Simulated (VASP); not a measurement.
Wanted: the native input for a VASP 6.6.1 run.

```
Task                   : single point
Functional             : PBEsol
Potentials or basis    : VASP PAW PBE potentials, release 64 (Si, Ni)
Cutoff                 : 520 eV
k mesh                 : 10 × 10 × 10
Occupations            : gaussian, width 0.15 eV
Spin                   : no spin polarisation
Dipole correction      : no
Further INCAR settings : ALGO = Normal; EDIFF = 1e-07; NBANDS = 38
```

The structure of SiNi lies in POSCAR:

```
SiNi
1.0
    4.4679770072      0.0000000000      0.0000000000
    0.0000000000      4.4679770072      0.0000000000
    0.0000000000      0.0000000000      4.4679770072
Si Ni
4 4
Direct
    0.8400035379      0.8400035379      0.8400035379
    0.6599964621      0.1599964621      0.3400035379
    0.3400035379      0.6599964621      0.1599964621
    0.1599964621      0.3400035379      0.6599964621
    0.1492424992      0.1492424992      0.1492424992
    0.3507575008      0.8507575008      0.6492424992
    0.6492424992      0.3507575008      0.8507575008
    0.8507575008      0.6492424992      0.3507575008
```

This cell differs from its parent crystal: mode 21 (324.1 1/cm) frozen in, largest displacement -0.050 Å.

These files were run (other wordings do the same):

INCAR

```
SYSTEM = SiNi
PREC = Accurate ; ENCUT = 520
EDIFF = 1E-7 ; ISMEAR = 0
SIGMA = 0.15 ; LREAL = .FALSE.
LASPH = .TRUE. ; NELM = 60
ALGO = Normal ; ISIF = 2
LWAVE = .FALSE. ; LCHARG = .FALSE.
GGA = PS ; NBANDS = 38
```

KPOINTS

```
Automatic mesh
0
G
  10 10 10
  0 0 0
```

Potentials or basis: VASP PAW PBE potentials, release 64 (Si, Ni).

Command:

```sh
$ cat potpaw_PBE.64/Si/POTCAR potpaw_PBE.64/Ni/POTCAR > POTCAR
$ mpirun -np 1 vasp_std > vasp.out
```

Results of the run:

* Pressure: 0.7 GPa
* Largest force: 0.546 eV/Å
* Band gap on the k mesh: zero (band 28 reaches 13.27 eV, above the bottom of band 29 at 12.01 eV)

Caveat: the cell differs from its parent crystal (mode 21 (324.1 1/cm) frozen in, largest displacement -0.050 Å); the PAW data sets were made with another functional, which shifts forces and pressure a little.

Wall time 2.6 min on 1 thread of Intel(R) Xeon(R) 6975P-C (Granite Rapids), on a shared host, peak memory 0.33 GiB.
